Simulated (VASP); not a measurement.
Wanted: the native input for a VASP 6.6.1 run.

| Property | Result |
| --- | --- |
| Task | relaxation of cell and atoms |
| Functional | PBEsol |
| Potentials or basis | VASP PAW PBE potentials, release 64 (Zn, O) |
| Cutoff | 600 eV |
| k mesh | 8 × 8 × 6 |
| Occupations | fermi-dirac, width 0.03 eV |
| Spin | no spin polarisation |
| Dipole correction | no |
| Further INCAR settings | ALGO = Normal; EDIFF = 1e-07; IBRION = 2; EDIFFG = -0.01; NSW = 100; ISIF = 3 |

The structure of ZnO lies in POSCAR:

```
ZnO
1.0
    1.5535934700     -4.4454223900      0.0000000000
    1.5535934700      4.4454223900      0.0000000000
    0.0000000000      0.0000000000      3.4314033200
Zn O
2 2
Direct
    0.3868549800      0.6131450200      0.7500000000
    0.6131450200      0.3868549800      0.2500000000
    0.8565043900      0.1434956100      0.2500000000
    0.1434956100      0.8565043900      0.7500000000
```

These files were run (other wordings do the same):

INCAR

```
SYSTEM = ZnO
PREC = Accurate ; ENCUT = 600
EDIFF = 1E-7 ; ISMEAR = -1
SIGMA = 0.03 ; LREAL = .False.
LASPH = .True. ; NELM = 80
ALGO = Normal ; ISIF = 3
LWAVE = .False. ; LCHARG = .False.
GGA = PS ; IBRION = 2
NSW = 100 ; EDIFFG = -0.01
```

KPOINTS

```
regular mesh
0
Gamma
  8 8 6
  0 0 0
```

Potentials or basis: VASP PAW PBE potentials, release 64 (Zn, O).

Command:

```sh
$ cat potpaw_PBE.64/Zn/POTCAR potpaw_PBE.64/O/POTCAR > POTCAR
$ mpirun -np 1 vasp_std > vasp.out
```

It gave:

```
Relaxed volume                        : 10.67 Å³/atom
Relaxed cell                          : a = 5.253 Å, b = 5.253 Å, c = 2.937 Å, α = 90.00°, β = 90.00°, γ = 148.21°
Space group after relaxing (to 0.1 Å) : Cmcm (No. 63)
Energy gained by relaxing             : 364.0 meV/atom
Ionic steps                           : 17
Pressure after relaxing               : 0.0 GPa
Largest force after relaxing          : 0.003 eV/Å
Band gap on the k mesh                : 0.01 eV (least direct gap 1.53 eV)
```

Caveat: the smearing spreads over this small gap; semilocal functionals underestimate gaps, and a narrow one can read as zero; the PAW data sets were made with another functional, which shifts forces and pressure a little.

Wall time 11 min on 1 thread of Intel(R) Xeon(R) 6975P-C (Granite Rapids), with other jobs on the host, peak memory 0.27 GiB.
